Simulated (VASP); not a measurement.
Write the native input for VASP 6.6.1 that does the following.

```yaml
Task: single point
Functional: PBE
Dispersion: D3(BJ)
Potentials_or_basis: VASP PAW PBE potentials, release 64 (Ga_d, Sb)
Cutoff: 520 eV
k_mesh: 2 × 3 × 1
Occupations: gaussian, width 0.1 eV
Spin: no spin polarisation
Dipole_correction: yes
Further_INCAR_settings: LREAL = Auto; ALGO = Normal; EDIFF = 1e-07; NBANDS = 86
```

The structure of GaSb lies in POSCAR:

```
GaSb
1.0
    8.6680824697      0.0000000000      0.0000000000
    0.0000000000      6.1292598942      0.0000000000
    0.0000000000      0.0000000000     22.5010618523
Ga Sb
8 8
Direct
    0.2500000000      0.5000000000      0.3555387765
    0.7500000000      0.5000000000      0.3555387765
    0.5000000000      0.0000000000      0.4518462588
    0.0000000000      0.0000000000      0.4518462588
    0.7500000000      0.5081177981      0.5544278284
    0.2500000000      0.5081177981      0.5544278284
    0.0000000000     -0.0593649517      0.6265524398
    0.5000000000     -0.0593649517      0.6265524398
    0.5000000000      0.2500000000      0.3555387765
    0.0000000000      0.2500000000      0.3555387765
    0.7500000000      0.7500000000      0.4518462588
    0.2500000000      0.7500000000      0.4518462588
    0.0000000000      0.2576369950      0.5479360793
    0.5000000000      0.2576369950      0.5479360793
    0.2500000000      0.7227452507      0.6583745079
    0.7500000000      0.7227452507      0.6583745079
```

These files were run (other wordings do the same):

INCAR

```
SYSTEM = GaSb
PREC     = Accurate       ! precision mode
ENCUT    = 520            ! plane-wave cutoff, eV
EDIFF    = 1E-7           ! SCF threshold, eV
ISMEAR   = 0              ! smearing method
SIGMA    = 0.1            ! smearing width, eV
LREAL    = Auto         
LASPH    = .TRUE.         ! aspherical terms in the spheres
NELM     = 100            ! most SCF steps
ALGO     = Normal         ! electronic algorithm
ISIF     = 2              ! what is computed and relaxed
LWAVE    = .FALSE.        ! write WAVECAR
LCHARG   = .TRUE.         ! write CHGCAR
LDIPOL   = .TRUE.       
IDIPOL   = 3            
DIPOL    = 0.5 0.5 0.500
GGA      = PE             ! functional
IVDW     = 12             ! dispersion correction
LELF     = .TRUE.         ! ELF
LVHAR    = .TRUE.       
LVACPOTAV= .TRUE.       
NBANDS   = 86             ! bands
```

KPOINTS

```
regular mesh
0
G
  2 3 1
  0 0 0
```

Potentials or basis: VASP PAW PBE potentials, release 64 (Ga_d, Sb).

The run is started by

```console
$ cat potpaw_PBE.64/Ga_d/POTCAR potpaw_PBE.64/Sb/POTCAR > POTCAR
$ mpirun -np 1 vasp_std > vasp.out
```

It gave:

```json
{
 "Largest force": "1.159 eV/Å",
 "Band gap on the k mesh": "0.30 eV",
 "Dispersion energy per atom": "-0.235 eV"
}
```

Caveat: semilocal functionals underestimate gaps, and a narrow one can read as zero; spin-orbit coupling is left out, which moves the levels of the heavy elements.

Wall time 22 min on 1 thread of AMD EPYC 7R13, with other jobs on the host, peak memory 1 GiB.
